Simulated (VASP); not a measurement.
Here is a VASP 6.6.1 calculation.

The input POSCAR:

```
Ni
1.0
   -1.0317084447      1.0317084447      1.0317084447
    1.0317084447     -1.0317084447      1.0317084447
    1.0317084447      1.0317084447     -1.0317084447
Ni
1
Direct
    0.0000000000      0.0000000000      0.0000000000
```

The input INCAR.step1:

```
PREC = Accurate ; ENCUT = 520
EDIFF = 1E-6 ; ISMEAR = -1
SIGMA = 0.05 ; LREAL = F
LASPH = T ; NELM = 150
ALGO = Normal ; ISIF = 2
LWAVE = F ; LCHARG = T
ISPIN = 2 ; MAGMOM = 1
LMAXMIX = 4 ; GGA = PE
NBANDS = 15
```

Contents of KPOINTS.step1:

```
Automatic mesh
0
Gamma
  19 19 19
```

Contents of INCAR.step2:

```
PREC = Accurate ; ENCUT = 520
EDIFF = 1E-6 ; ISMEAR = -5
SIGMA = 0.05 ; LREAL = F
LASPH = T ; NELM = 150
ALGO = Normal ; ISIF = 2
LWAVE = F ; LCHARG = F
ISPIN = 2 ; MAGMOM = 1
LORBIT = 11 ; LMAXMIX = 4
GGA = PE ; NBANDS = 15
NEDOS = 2001 ; ICHARG = 11
```

KPOINTS.step2

```
Automatic mesh
0
Gamma
  29 29 29
```

Potentials or basis: VASP PAW PBE potentials, release 64 (Ni).

Command:

```console
$ cat potpaw_PBE.64/Ni/POTCAR > POTCAR
$ cp INCAR.step1 INCAR
$ cp KPOINTS.step1 KPOINTS
$ mpirun -np 1 vasp_std > vasp.out
$ cp INCAR.step2 INCAR
$ cp KPOINTS.step2 KPOINTS
$ mpirun -np 1 vasp_std > vasp.out
```

**Question.** Estimate the net moment.

**Answer.** 0.00 μB per cell.
